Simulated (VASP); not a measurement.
Wanted: the native input for a VASP 6.6.1 run.

| Property | Result |
| --- | --- |
| Task | single point |
| Functional | PBE |
| Potentials or basis | VASP PAW PBE potentials, release 64 (Sb) |
| Cutoff | 500 eV |
| k mesh | 14 × 14 × 14 |
| Occupations | gaussian, width 0.1 eV |
| Spin | no spin polarisation |
| Dipole correction | no |
| Further INCAR settings | ALGO = Normal; EDIFF = 1e-06; NBANDS = 8 |

The structure of Sb lies in POSCAR:

```
Sb
1.0
    3.1106002601      0.0000000000      0.0000000000
    0.0000000000      3.1106002601      0.0000000000
    0.0000000000      0.0000000000      3.1106002601
Sb
1
Direct
    0.0000000000      0.0000000000      0.0000000000
```

One way to write it, as run:

INCAR

```
SYSTEM = Sb
PREC = Accurate ; ENCUT = 500
EDIFF = 1E-6 ; ISMEAR = 0
SIGMA = 0.1 ; LREAL = .FALSE.
LASPH = .TRUE. ; NELM = 120
ALGO = Normal ; ISIF = 2
LWAVE = .FALSE. ; LCHARG = .FALSE.
GGA = PE ; NBANDS = 8
GGA_COMPAT = .FALSE.
```

KPOINTS

```
Automatic mesh
0
G
  14 14 14
  0 0 0
```

Potentials or basis: VASP PAW PBE potentials, release 64 (Sb).

The run is started by

```sh
$ cat potpaw_PBE.64/Sb/POTCAR > POTCAR
$ mpirun -np 1 vasp_std > vasp.out
```

Results of the run:

The pressure is 0.0 GPa.

Run time: 5.8 s on 1 thread of Intel(R) Xeon(R) 6975P-C (Granite Rapids) (shared host), peak memory 0.15 GiB.
